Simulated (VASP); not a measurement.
# MoS2 (P-3m1) in VASP: single point with PBEsol+D3(BJ)

Aim: the single point of MoS2 with PBEsol+D3(BJ).

All numbers are computed with VASP 6.6.1; they aren't measurements. Logs are shortened: lines on timing, memory, paths and dates and some standing lists are left out, and cuts for length are marked.

**1. The cell of the first run**

Symmetry: P-3m1, No. 164, trigonal system. Conventional cell: a = 3.109 Å, b = 3.109 Å, c = 11.855 Å, α = 90.00°, β = 90.00°, γ = 120.00°. Within 3.2 Å of Mo (site symmetry 3m) lie 6 S at 2.38 Å and 6 Mo at 3.11 Å. Within 3.2 Å of S (site symmetry 3m) lie 3 Mo at 2.38 Å and 7 S at 3.11 to 3.13 Å. Within 3.4 Å of S (site symmetry 3m) lie 3 Mo at 2.38 Å and 10 S at 3.11 to 3.32 Å.

**2. Single point, PBEsol+D3(BJ)**

INCAR

```
ALGO = Normal ; EDIFF = 1E-6
ENCUT = 500 ; GGA = PS
GGA_COMPAT = F ; ISIF = 2
ISMEAR = 0 ; IVDW = 12
LASPH = T ; LCHARG = T
LELF = T ; LREAL = F
LVHAR = T ; LWAVE = F
NBANDS = 35 ; NELM = 120
PREC = Accurate ; SIGMA = 0.1
```

KPOINTS

```
k-points
0
Gamma
  8 8 1
```

POSCAR

```
MoS2
1.0
    3.1094959886      0.0000002819      0.0000000000
   -1.5547482384      2.6929023782      0.0000000000
    0.0000000000      0.0000000000     11.8547861185
Mo S
2 4
Direct
    0.6666666667      0.3333333333      0.2496328136
    0.3333333333      0.6666666667      0.7503671864
    0.3333333333      0.6666666667      0.3814886520
    0.6666666667      0.3333333333      0.8822186831
    0.3333333333      0.6666666667      0.1177813169
    0.6666666667      0.3333333333      0.6185113480
```

Potentials or basis: VASP PAW PBE potentials, release 64 (Mo_sv, S).

Run with:

```console
$ cat potpaw_PBE.64/Mo_sv/POTCAR potpaw_PBE.64/S/POTCAR > POTCAR
$ mpirun -np 1 vasp_std > vasp.out
```

OUTCAR:

```text
EDIFF = 1E-6
   ENCUT = 500
   GGA = PS
   ISIF = 2
   ISMEAR = 0
   IVDW = 12
   LASPH = T
   LREAL = F
   NELM = 120
   PREC = Accurate
 IVDW          = 12

 ion  position               nearest neighbor table
   1  0.667  0.333  0.250-   5 2.38   5 2.38   5 2.38   3 2.38   3 2.38   3 2.38
   2  0.333  0.667  0.750-   4 2.38   4 2.38   4 2.38   6 2.38   6 2.38   6 2.38
   3  0.333  0.667  0.381-   1 2.38   1 2.38   1 2.38
   4  0.667  0.333  0.882-   2 2.38   2 2.38   2 2.38
   5  0.333  0.667  0.118-   1 2.38   1 2.38   1 2.38
   6  0.667  0.333  0.619-   2 2.38   2 2.38   2 2.38

  LATTYP: Found a hexagonal cell.
 ALAT       =     3.1094959886
 C/A-ratio  =     3.8124461848

  Lattice vectors:

 A1 = (   3.1094959886,   0.0000002819,   0.0000000000)
 A2 = (  -1.5547482384,   2.6929023782,   0.0000000000)
 A3 = (   0.0000000000,   0.0000000000,  11.8547861185)

Analysis of symmetry for initial positions (statically):
=====================================================================
 Subroutine PRICEL returns:
 Original cell was already a primitive cell.

 Routine SETGRP: Setting up the symmetry group for a
 hexagonal supercell.

 Subroutine GETGRP returns: Found 12 space group operations
 (whereof 12 operations were pure point group operations)
 out of a pool of 24 trial point group operations.

The static configuration has the point symmetry D_3d.

Analysis of symmetry for dynamics (positions and initial velocities):
=====================================================================
 Subroutine PRICEL returns:
 Original cell was already a primitive cell.

 Routine SETGRP: Setting up the symmetry group for a
 hexagonal supercell.

 Subroutine GETGRP returns: Found 12 space group operations
 (whereof 12 operations were pure point group operations)
 out of a pool of 24 trial point group operations.

The dynamic configuration has the point symmetry D_3d.

 Subroutine INISYM returns: Found 12 space group operations
 (whereof 12 operations are pure point group operations),
 and found     1 'primitive' translations

----------------------------------------------------------------------------------------

                                     Primitive cell

  volume of cell :      99.2669

  direct lattice vectors                    reciprocal lattice vectors
     3.109495989  0.000000282  0.000000000     0.321595510  0.185673293  0.000000000
    -1.554748238  2.692902378  0.000000000    -0.000000034  0.371346528  0.000000000
     0.000000000  0.000000000 11.854786118     0.000000000  0.000000000  0.084354116

  length of vectors
     3.109495989  3.109495989 11.854786118     0.371346528  0.371346528  0.084354116

  position of ions in fractional coordinates (direct lattice)
     0.666666667  0.333333333  0.249632814
     0.333333333  0.666666667  0.750367186
     0.333333333  0.666666667  0.381488652
     0.666666667  0.333333333  0.882218683
     0.333333333  0.666666667  0.117781317
     0.666666667  0.333333333  0.618511348

  ion indices of the primitive-cell ions
   primitive index   ion index
                 1           1
                 2           2
                 3           3
                 4           4
                 5           5
                 6           6

----------------------------------------------------------------------------------------

 KPOINTS: k-points

Automatic generation of k-mesh.
 Grid dimensions read from file:
 generate k-points for:    8    8    1

 Generating k-lattice:

  Cartesian coordinates                     Fractional coordinates (reciprocal lattice)
     0.040199439  0.023209162  0.000000000     0.125000000  0.000000000  0.000000000
    -0.000000004  0.046418316  0.000000000     0.000000000  0.125000000  0.000000000
     0.000000000  0.000000000  0.084354116     0.000000000  0.000000000  1.000000000

  Length of vectors
     0.046418316  0.046418316  0.084354116

  Shift w.r.t. Gamma in fractional coordinates (k-lattice)
     0.000000000  0.000000000  0.000000000

 Subroutine IBZKPT returns following result:
 ===========================================

 Found     10 irreducible k-points:

 Following reciprocal coordinates:
            Coordinates               Weight
  0.000000  0.000000  0.000000      1.000000
  0.125000  0.000000  0.000000      6.000000
  0.250000  0.000000  0.000000      6.000000
  0.375000 -0.000000  0.000000      6.000000
  0.500000  0.000000  0.000000      3.000000
  0.125000  0.125000  0.000000      6.000000
  0.250000  0.125000  0.000000     12.000000
  0.375000  0.125000  0.000000     12.000000
  0.250000  0.250000  0.000000      6.000000
  0.375000  0.250000  0.000000      6.000000
   k-points           NKPTS =     10   k-points in BZ     NKDIM =     10   number of bands    NBANDS=     35
   number of dos      NEDOS =    301   number of ions     NIONS =      6
   total plane-waves  NPLWV =  51840
   dimension x,y,z NGX =    24 NGY =   24 NGZ =   90
   dimension x,y,z NGXF=    48 NGYF=   48 NGZF=  180
   ions per type =               2   4
   NGX,Y,Z   is equivalent  to a cutoff of  12.83, 12.83, 12.62 a.u.
   NGXF,Y,Z  is equivalent  to a cutoff of  25.66, 25.66, 25.24 a.u.
 SYSTEM =  unknown system
   PREC   = accura    normal or accurate (medium, high low for compatibility)
   ISTART =      0    job   : 0-new  1-cont  2-samecut
   ICHARG =      2    charge: 1-file 2-atom 10-const
   ISPIN  =      1    spin polarized calculation?
   LNONCOLLINEAR =      F non collinear calculations
   LSORBIT =      F    spin-orbit coupling
   LASPH  =      T    aspherical Exc in radial PAW
   ENCUT  =  500.0 eV  36.75 Ry    6.06 a.u.   5.67  5.67 21.61*2*pi/ulx,y,z
   NELM   =    120;   NELMIN=  2; NELMDL= -5     # of ELM steps
   EDIFF  = 0.1E-05   stopping-criterion for ELM
   LREAL  =      F    real-space projection
   EDIFFG = 0.1E-04   stopping-criterion for IOM
   NSW    =      0    number of steps for IOM
   IBRION =     -1    ionic relax: 0-MD 1-quasi-New 2-CG
   NFREE  =      0    steps in history (QN), initial steepest desc. (CG)
   ISIF   =      2    stress and relaxation
   ISYM   =      2    0-nonsym 1-usesym 2-fastsym
   POTIM  = 0.5000    time-step for ionic-motion
   TEBEG  =    0.0;   TEEND  =   0.0 temperature during run
   PSTRESS=    0.0 pullay stress
   NELECT =      52.0000    total number of electrons
   NUPDOWN=      -1.0000    fix difference up-down
   EMIN   =  10.00;   EMAX   =-10.00  energy-range for DOS
   EFERMI =   0.00;   METHOD = LEGACY
   ISMEAR =     0;   SIGMA  =   0.10  broadening in eV -4-tet -1-fermi 0-gaus
   EFERMI_NEDOS =   21; number of points for ismear=-14 and -15
   IALGO  =     38    algorithm
   IMIX   =      4    mixing-type and parameters
     AMIX     =   0.40;   BMIX     =  1.00
     AMIX_MAG =   1.60;   BMIX_MAG =  1.00
  volume/ion in A,a.u.               =      16.54       111.65
  Fermi-wavevector in a.u.,A,eV,Ry     =   1.319698  2.493867 23.695938  1.741602
  Thomas-Fermi vector in A             =   2.449577
   LORBIT       =      0    0 simple, 1 ext, 2 COOP (PROOUT), +10 PAW based schemes
   GGA     = PS    functional components
   LHFCALC =     F    Hartree Fock is set to
   AEXX    =    0.0000 exact exchange contribution
   IVDW    =    12    specifies the selected vdW correction
   LEPSILON=     F    determine dielectric tensor
   LRPA    =     F    only Hartree local field effects (RPA)
 non-spin polarized calculation
 Gauss-broadening in eV      SIGMA  =   0.10
  energy-cutoff  :      500.00
  volume of cell :       99.27
 maximum number of plane-waves:      2538
 NGX is ok and might be reduce to    24
   NGX = 11   NGY = 11   NGZ = 43

 number of electron      52.0000003 magnetization

 Free energy of the ion-electron system (eV)
  ---------------------------------------------------
  ext. energy  EPLUGINS =         0.00000000
  ---------------------------------------------------
  free energy    TOTEN  =       -46.77970322 eV

  energy without entropy =      -46.77970322  energy(sigma->0) =      -46.77970322

 E-fermi :   8.8929     XC(G=0): -11.4459

 val. band max:        8.5310680422   @ k =   0.0000   0.0000   0.0000
 cond. band min:       9.2867653944   @ k =   0.2500   0.1250   0.0000
 fundamental gap:      0.7556973522
 Fermi energy:         8.8929275451

 k-point     1 :       0.0000    0.0000    0.0000
  band No.  band energies     occupation
      1     -52.9360      2.00000
      2     -52.9360      2.00000
      3     -27.1712      2.00000
      4     -27.1709      2.00000
      5     -26.8701      2.00000
      6     -26.8701      2.00000
[... 27 lines left out ...]
     34      11.0761      0.00000
     35      14.2299      0.00000

 k-point     2 :       0.1250    0.0000    0.0000
  band No.  band energies     occupation
      1     -52.9284      2.00000
      2     -52.9284      2.00000
      3     -27.1567      2.00000
      4     -27.1565      2.00000
      5     -26.9424      2.00000
      6     -26.9424      2.00000
[... 27 lines left out ...]
     34      11.1550      0.00000
     35      15.2847      0.00000

 k-point     3 :       0.2500    0.0000    0.0000
  band No.  band energies     occupation
      1     -52.9101      2.00000
      2     -52.9101      2.00000
      3     -27.1218      2.00000
      4     -27.1216      2.00000
      5     -27.1136      2.00000
      6     -27.1136      2.00000
[... 27 lines left out ...]
     34      11.9309      0.00000
     35      15.9102      0.00000

 k-point     4 :       0.3750   -0.0000    0.0000
  band No.  band energies     occupation
      1     -52.8917      2.00000
      2     -52.8917      2.00000
      3     -27.2806      2.00000
      4     -27.2805      2.00000
      5     -27.0866      2.00000
      6     -27.0865      2.00000
[... 27 lines left out ...]
     34      12.4332      0.00000
     35      14.4707      0.00000

 k-point     5 :       0.5000    0.0000    0.0000
  band No.  band energies     occupation
      1     -52.8840      2.00000
      2     -52.8840      2.00000
      3     -27.3485      2.00000
      4     -27.3485      2.00000
      5     -27.0719      2.00000
      6     -27.0719      2.00000
[... 27 lines left out ...]
     34      12.5829      0.00000
     35      13.7810      0.00000

 k-point     6 :       0.1250    0.1250    0.0000
  band No.  band energies     occupation
      1     -52.9155      2.00000
      2     -52.9155      2.00000
      3     -27.1320      2.00000
      4     -27.1319      2.00000
      5     -27.0560      2.00000
      6     -27.0560      2.00000
[... 27 lines left out ...]
     34      11.9637      0.00000
     35      16.6114      0.00000

 k-point     7 :       0.2500    0.1250    0.0000
  band No.  band energies     occupation
      1     -52.8971      2.00000
      2     -52.8971      2.00000
      3     -27.2074      2.00000
      4     -27.2074      2.00000
      5     -27.0969      2.00000
      6     -27.0968      2.00000
[... 27 lines left out ...]
     34      12.7208      0.00000
     35      15.6404      0.00000

 k-point     8 :       0.3750    0.1250    0.0000
  band No.  band energies     occupation
      1     -52.8840      2.00000
      2     -52.8840      2.00000
      3     -27.3117      2.00000
      4     -27.3117      2.00000
      5     -27.0720      2.00000
      6     -27.0719      2.00000
[... 27 lines left out ...]
     34      12.8564      0.00000
     35      14.2145      0.00000

 k-point     9 :       0.2500    0.2500    0.0000
  band No.  band energies     occupation
      1     -52.8840      2.00000
      2     -52.8840      2.00000
      3     -27.2607      2.00000
      4     -27.2607      2.00000
      5     -27.0721      2.00000
      6     -27.0721      2.00000
[... 27 lines left out ...]
     34      13.1529      0.00000
     35      15.1607      0.00000

 k-point    10 :       0.3750    0.2500    0.0000
  band No.  band energies     occupation
      1     -52.8786      2.00000
      2     -52.8786      2.00000
      3     -27.2662      2.00000
      4     -27.2662      2.00000
      5     -27.1273      2.00000
      6     -27.1273      2.00000
[... 27 lines left out ...]
     34      13.1616      0.00000
     35      14.3685      0.00000

------------------------ aborting loop because EDIFF is reached ----------------------------------------

 Edisp (eV)   -2.38114

 E8    (eV) :    -1.4957

  FORCE on cell =-STRESS in cart. coord.  units (eV):
  Direction    XX          YY          ZZ          XY          YZ          ZX
  --------------------------------------------------------------------------------------
  -------------------------------------------------------------------------------------
  Total      -0.00967    -0.00967    -0.03558    -0.00000     0.00000     0.00000
  in kB      -0.15606    -0.15606    -0.57431    -0.00000     0.00000     0.00000
  external pressure =       -0.30 kB  Pullay stress =        0.00 kB

 VOLUME and BASIS-vectors are now :
 -----------------------------------------------------------------------------
  energy-cutoff  :      500.00
  volume of cell :       99.27
      direct lattice vectors                 reciprocal lattice vectors
     3.109495989  0.000000282  0.000000000     0.321595510  0.185673293  0.000000000
    -1.554748238  2.692902378  0.000000000    -0.000000034  0.371346528  0.000000000
     0.000000000  0.000000000 11.854786118     0.000000000  0.000000000  0.084354116

 POSITION                                       TOTAL-FORCE (eV/Angst)
 -----------------------------------------------------------------------------------
      1.55475      0.89763      2.95934         0.000000     -0.000000      0.004339
     -0.00000      1.79527      8.89544        -0.000000      0.000000     -0.004339
     -0.00000      1.79527      4.52247         0.000000     -0.000000      0.002890
      1.55475      0.89763     10.45851         0.000000     -0.000000     -0.005151
     -0.00000      1.79527      1.39627        -0.000000     -0.000000      0.005151
      1.55475      0.89763      7.33232        -0.000000      0.000000     -0.002890
 -----------------------------------------------------------------------------------
    total drift:                                0.000000     -0.000000     -0.000000

  FREE ENERGIE OF THE ION-ELECTRON SYSTEM (eV)
  ---------------------------------------------------
  free  energy   TOTEN  =       -49.1608482085 eV

  energy  without entropy=      -49.1608482048  energy(sigma->0) =      -49.16084821
```

Run time: 58 s. Hardware: 1 thread of Intel Xeon 8259CL, shared host; peak memory 0.23 GiB.

Results:

| Quantity | Value |
| --- | --- |
| Free energy | -49.1608 eV |
| Pressure | 0.0 GPa |
| Largest force | 0.005 eV/Å |
| Band gap on the k mesh | 0.76 eV (least direct gap 2.07 eV) |
| Dispersion energy per atom | -0.397 eV |

Forces on the atoms (eV/Å):
```
Mo   0.000  0.000  0.004
Mo   0.000  0.000 -0.004
S    0.000  0.000  0.003
S    0.000  0.000 -0.005
S    0.000  0.000  0.005
S    0.000  0.000 -0.003
```

Caveat: the k points lie up to 0.53 Å⁻¹ apart; the PAW data sets were made with another functional, which shifts forces and pressure a little; an odd mesh through Γ misses points on the zone boundary, where band edges can lie.
